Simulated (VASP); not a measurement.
# YS (Fm-3m) in VASP: further runs, part 2 of 2

VASP 6.6.1. Earlier steps stand in the parts before.

## Step 3: Relaxation of cell and atoms, LDA, target pressure 5 GPa, at which the enthalpy is minimised

Contents of INCAR:

```
SYSTEM = YS
ALGO     = Normal         ! electronic algorithm
EDIFF    = 1E-7           ! SCF threshold, eV
EDIFFG   = -0.01          ! ionic threshold
ENCUT    = 600            ! plane-wave cutoff, eV
IBRION   = 2              ! ionic algorithm
ISIF     = 3              ! what is computed and relaxed
ISMEAR   = 1              ! smearing method
LASPH    = .True.         ! aspherical terms in the spheres
LCHARG   = .False.        ! write CHGCAR
LREAL    = .False.        ! projectors in reciprocal space
LWAVE    = .False.        ! write WAVECAR
NELM     = 80             ! most SCF steps
NSW      = 80             ! ionic steps
PREC     = Accurate       ! precision mode
PSTRESS  = 50.0         
SIGMA    = 0.05           ! smearing width, eV
```

Contents of KPOINTS:

```
k-points
0
Gamma
  8 8 8
  0 0 0
```

Contents of POSCAR:

```
YS
1.0
    3.8801070000      0.0000000000      0.0000000000
    1.9400535000      3.3602712314      0.0000000000
    1.9400535000      1.1200904105      3.1680940991
Y S
1 1
Direct
    0.5000000000      0.5000000000      0.5000000000
    0.0000000000      0.0000000000      0.0000000000
```

Potentials or basis: VASP PAW LDA potentials, release 64 (Y_sv, S).

Command:

```bash
$ cat potpaw_LDA.64/Y_sv/POTCAR potpaw_LDA.64/S/POTCAR > POTCAR
$ mpirun -np 1 vasp_std > vasp.out
```

OUTCAR:

```text
SYSTEM = YS
   EDIFF = 1E-7
   EDIFFG = -0.01
   ENCUT = 600
   IBRION = 2
   ISIF = 3
   ISMEAR = 1
   LASPH = .True.
   LREAL = .False.
   NELM = 80
   NSW = 80
   PREC = Accurate
   PSTRESS = 50.0

 ion  position               nearest neighbor table
   1  0.500  0.500  0.500-   2 2.74   2 2.74   2 2.74   2 2.74   2 2.74   2 2.74
   2  0.000  0.000  0.000-   1 2.74   1 2.74   1 2.74   1 2.74   1 2.74   1 2.74

  LATTYP: Found a face centered cubic cell.
 ALAT       =     5.4872999429

  Lattice vectors:

 A1 = (   3.8801070000,   0.0000000000,   0.0000000000)
 A2 = (   1.9400535000,   3.3602712314,   0.0000000000)
 A3 = (   1.9400535000,   1.1200904105,   3.1680940991)

Analysis of symmetry for initial positions (statically):
=====================================================================
 Subroutine PRICEL returns:
 Original cell was already a primitive cell.
[... 305 lines left out ...]
      2     -15.6224      2.00000
      3     -15.6224      2.00000
      4     -15.6224      2.00000
      5      -7.9707      2.00000
      6       3.9762      2.00000
      7       3.9762      2.00000
      8       3.9762      2.00000
      9       6.9998      2.00000
     10       6.9998      2.00000
     11       6.9998      2.00000
     12       7.9293     -0.00000
[... 331 lines left out ...]
 k-point    24 :      -0.3750    0.2500    0.1250
  band No.  band energies     occupation
      1     -35.5064      2.00000
      2     -16.1302      2.00000
      3     -15.8015      2.00000
      4     -15.7150      2.00000
      5      -6.6296      2.00000
      6       0.6338      2.00000
      7       1.9784      2.00000
      8       2.0885      2.00000
      9       8.5228      0.00000
     10       8.9203      0.00000
     11      10.8044      0.00000
     12      11.7155      0.00000

 [... further k-points ...]

------------------------ aborting loop because EDIFF is reached ----------------------------------------

  FORCE on cell =-STRESS in cart. coord.  units (eV):
  Direction    XX          YY          ZZ          XY          YZ          ZX
  --------------------------------------------------------------------------------------
  -------------------------------------------------------------------------------------
  Total        1.1937905      1.1937905      1.1937905      0.0000000      0.0000000      0.0000000
  in kB       50.0758509     50.0758509     50.0758509      0.0000000      0.0000000      0.0000000
  external PRESSURE =       0.0758509 kB  Pullay stress =      50.0000000 kB
[... 21 lines left out ...]
  energy  without entropy=      -16.0097285045  energy(sigma->0) =      -16.01001198

  enthalpy is  TOTEN    =       -14.8181715235 eV   P V=        1.1919821965

 reached required accuracy - stopping structural energy minimisation
```

OSZICAR:

```text
N       E                     dE             d eps       ncg     rms          rms(c)
DAV:   1     0.616508444639E+02    0.61651E+02   -0.89320E+03   696   0.142E+03
DAV:   2    -0.128868089401E+02   -0.74538E+02   -0.71197E+02   920   0.259E+02
DAV:   3    -0.167387549940E+02   -0.38519E+01   -0.38285E+01  1072   0.463E+01
[... 44 lines left out ...]
DAV:   4    -0.160101498805E+02   -0.52517E-05   -0.10192E-05   852   0.263E-02    0.289E-02
DAV:   5    -0.160101534670E+02   -0.35865E-05   -0.92187E-06  1128   0.115E-02    0.412E-03
DAV:   6    -0.160101535720E+02   -0.10500E-06   -0.14141E-07   716   0.300E-03    0.312E-03
DAV:   7    -0.160101537178E+02   -0.14581E-06   -0.15613E-07   684   0.294E-03    0.504E-04
DAV:   8    -0.160101537200E+02   -0.21712E-08   -0.26886E-08   404   0.105E-03
   4 F= -.14818172E+02 E0= -.14818030E+02  d E =-.906467E-01
```

CONTCAR:

```text
YS
   1.00000000000000
     3.7801449066599488    0.0000000000000000   -0.0000000000000000
     1.8900724533299744    3.2737015191521315   -0.0000000000003898
     1.8900724533299744    1.0912338397494843    3.0864753916669527
  Y               S
     1     1
Direct
     0.5000000000000000    0.5000000000000000    0.5000000000000000
     0.0000000000000000    1.0000000000000000    0.0000000000000000

  0.00000000E+00  0.00000000E+00  0.00000000E+00
  0.00000000E+00  0.00000000E+00  0.00000000E+00
```

Run time: 69 s. Hardware: 1 thread of Intel Xeon 8259CL, shared host; peak memory 0.19 GiB.

What came out:

```yaml
Free_energy: -16.0102 eV
Relaxed_volume: 19.10 Å³/atom
Relaxed_cell: a = 3.780 Å, b = 3.780 Å, c = 3.780 Å, α = 60.00°, β = 60.00°, γ = 60.00°
Space_group_after_relaxing_to_0.1_Å: Fm-3m (No. 225)
Energy_change_on_relaxing_the_run_minimises_the_enthalpy: +3.2 meV/atom
Ionic_steps: 4
Pressure_after_relaxing: 5.0 GPa
Band_gap_on_the_k_mesh: zero (an odd number of electrons rules out a gap without spin polarisation)
```

The path:
```
step  energy change (eV)  largest force (eV/Å)  pressure (GPa)  volume (Å³)
   1              0.0000                0.0000           -3.74        41.31
   2              0.2417                0.0000           19.11        34.93
   3              0.0046                0.0000            4.80        38.25
   4              0.0064                0.0000            5.01        38.20
```

Final structure:
```yaml
crystal:
  lattice:
    - [3.78014, 0.00000, 0.00000]
    - [1.89007, 3.27370, 0.00000]
    - [1.89007, 1.09123, 3.08648]
  atoms:
    - { symbol: Y, position: [0.50000, 0.50000, 0.50000] }
    - { symbol: S, position: [0.00000, 0.00000, 0.00000] }
```

Caveat: the cell is relaxed towards a set pressure, so the run minimises the enthalpy, not the energy. Zero-point motion and thermal expansion aren't in these numbers.

## Step 4: Relaxation of cell and atoms, LDA, target pressure 10 GPa, at which the enthalpy is minimised

Contents of INCAR:

```
SYSTEM = YS
PREC     = Accurate       ! precision mode
ENCUT    = 600            ! plane-wave cutoff, eV
EDIFF    = 1E-6           ! SCF threshold, eV
ISMEAR   = 1              ! smearing method
SIGMA    = 0.05           ! smearing width, eV
LREAL    = .FALSE.        ! projectors in reciprocal space
LASPH    = .TRUE.         ! aspherical terms in the spheres
NELM     = 80             ! most SCF steps
ALGO     = Normal         ! electronic algorithm
ISIF     = 3              ! what is computed and relaxed
LWAVE    = .FALSE.        ! write WAVECAR
LCHARG   = .FALSE.        ! write CHGCAR
IBRION   = 2              ! ionic algorithm
NSW      = 80             ! ionic steps
EDIFFG   = -0.01          ! ionic threshold
PSTRESS  = 100.0
```

Contents of KPOINTS:

```
regular mesh
0
G
  8 8 8
  0 0 0
```

POSCAR is that of step 3.

Command:

```bash
$ cat potpaw_LDA.64/Y_sv/POTCAR potpaw_LDA.64/S/POTCAR > POTCAR
$ mpirun -np 1 vasp_std > vasp.out
```

Run time: 60 s. Hardware: 1 thread of Intel Xeon 8259CL, shared host; peak memory 0.19 GiB.

The run converged. Its results:

```yaml
Free_energy: -15.9502 eV
Relaxed_volume: 18.45 Å³/atom
Relaxed_cell: a = 3.737 Å, b = 3.737 Å, c = 3.737 Å, α = 60.00°, β = 60.00°, γ = 60.00°
Space_group_after_relaxing_to_0.1_Å: Fm-3m (No. 225)
Energy_change_on_relaxing_the_run_minimises_the_enthalpy: +33.2 meV/atom
Ionic_steps: 4
Pressure_after_relaxing: 10.0 GPa
Band_gap_on_the_k_mesh: zero (an odd number of electrons rules out a gap without spin polarisation)
```

The path:
```csv
step,energy change (eV),largest force (eV/Å),pressure (GPa),volume (Å³)
1,0.0000,0.0000,-3.75,41.31
2,0.8580,0.0000,41.73,31.59
3,0.0577,0.0000,9.30,37.04
4,0.0664,0.0000,10.00,36.89
```

Final structure:
```
Y S
1.0
     3.73670    0.00000    0.00000
     1.86835    3.23608    0.00000
     1.86835    1.07869    3.05100
Y S
1 1
Cartesian
  3.7367 2.1574 1.5255
  1.8684 3.2361 0.0000
```

Levels at points of the mesh, in eV from the Fermi level:
```tsv
k point	band 7	band 8	band 9	band 10	band 11	band 12
(0.00, 0.00, 0.00)	-3.23	-3.23	-0.27	-0.27	-0.27	0.70
(0.50, 0.00, 0.00)	-5.48	-5.48	2.37	3.23	3.23	3.23
(0.50, 0.50, 0.00)	-3.93	-3.93	-2.69	2.14	3.95	4.44
```

Caveat: the cell is relaxed towards a set pressure, so the run minimises the enthalpy, not the energy. Zero-point motion and thermal expansion aren't in these numbers.

## Step 5: Relaxation of cell and atoms, LDA, target pressure 20 GPa, at which the enthalpy is minimised

Contents of INCAR:

```
SYSTEM = YS
PREC = Accurate
ENCUT = 600
EDIFF = 1E-6
ISMEAR = 1
SIGMA = 0.05
LREAL = .False.
LASPH = .True.
NELM = 60
ALGO = Normal
ISIF = 3
LWAVE = .False.
LCHARG = .False.
GGA = CA
IBRION = 2
NSW = 80
EDIFFG = -0.01
PSTRESS = 200.0
```

Contents of KPOINTS:

```
Automatic mesh
0
Gamma
  8 8 8
  0 0 0
```

POSCAR is that of step 4.

Command:

```bash
$ cat potpaw_LDA.64/Y_sv/POTCAR potpaw_LDA.64/S/POTCAR > POTCAR
$ mpirun -np 1 vasp_std > vasp.out
```

Wall time 79 s (1 thread of Intel Xeon 8259CL, shared host); peak memory 0.2 GiB.

It converged, with:

| Property | Result |
| --- | --- |
| Free energy | -15.7559 eV |
| Relaxed volume | 17.39 Å³/atom |
| Relaxed cell | a = 3.664 Å, b = 3.664 Å, c = 3.664 Å, α = 60.00°, β = 60.00°, γ = 60.00° |
| Space group after relaxing (to 0.1 Å) | Fm-3m (No. 225) |
| Energy change on relaxing (the run minimises the enthalpy) | +130.4 meV/atom |
| Ionic steps | 5 |
| Pressure after relaxing | 20.0 GPa |
| Band gap on the k mesh | zero (an odd number of electrons rules out a gap without spin polarisation) |

Step by step:
```tsv
step	energy change (eV)	largest force (eV/Å)	pressure (GPa)	volume (Å³)
1	0.0000	0.0000	-3.75	41.31
2	3.7209	0.0000	122.31	25.57
3	0.2044	0.0000	16.89	35.37
4	0.2409	0.0000	19.14	34.94
5	0.2607	0.0000	19.95	34.77
```

Final structure:
```
Y S
1.0
     3.66374    0.00000    0.00000
     1.83187    3.17290    0.00000
     1.83187    1.05763    2.99143
Y S
1 1
Direct
  0.50000 0.50000 0.50000
  0.00000 0.00000 0.00000
```

Levels at points of the mesh, in eV from the Fermi level:
| k point | band 7 | band 8 | band 9 | band 10 | band 11 | band 12 |
| --- | --- | --- | --- | --- | --- | --- |
| (0.00, 0.00, 0.00) | -3.15 | -3.15 | -0.32 | -0.32 | -0.32 | 0.73 |
| (0.50, 0.00, 0.00) | -5.61 | -5.61 | 2.52 | 3.49 | 3.49 | 3.54 |
| (0.50, 0.50, 0.00) | -3.84 | -3.84 | -2.89 | 2.28 | 4.39 | 4.80 |

Caveat: the cell is relaxed towards a set pressure, so the run minimises the enthalpy, not the energy; the volume moved by over 15 % at a fixed basis, so the end points are rough. Zero-point motion and thermal expansion aren't in these numbers.

## Step 6: Overview

| cell | gap on the mesh (eV) | pressure (GPa) |
| --- | --- | --- |
| relaxed | none | 0.0 |
| relaxed to 5 GPa | none | 5.0 |
| relaxed to 10 GPa | none | 10.0 |
| relaxed to 20 GPa | none | 20.0 |

Alike in all rows: task relaxation of cell and atoms; level LDA; potentials or basis VASP PAW LDA potentials, release 64 (Y_sv, S); no spin polarisation; k mesh 8 × 8 × 8; cutoff (eV) 600; smearing methfessel-paxton 0.05 eV.

Caveats: the cell is relaxed towards a set pressure, so the run minimises the enthalpy, not the energy (at least some runs); the volume moved by over 15 % at a fixed basis, so the end points are rough (at least some runs).

Absolute energies hang on the potentials; compare differences alone.
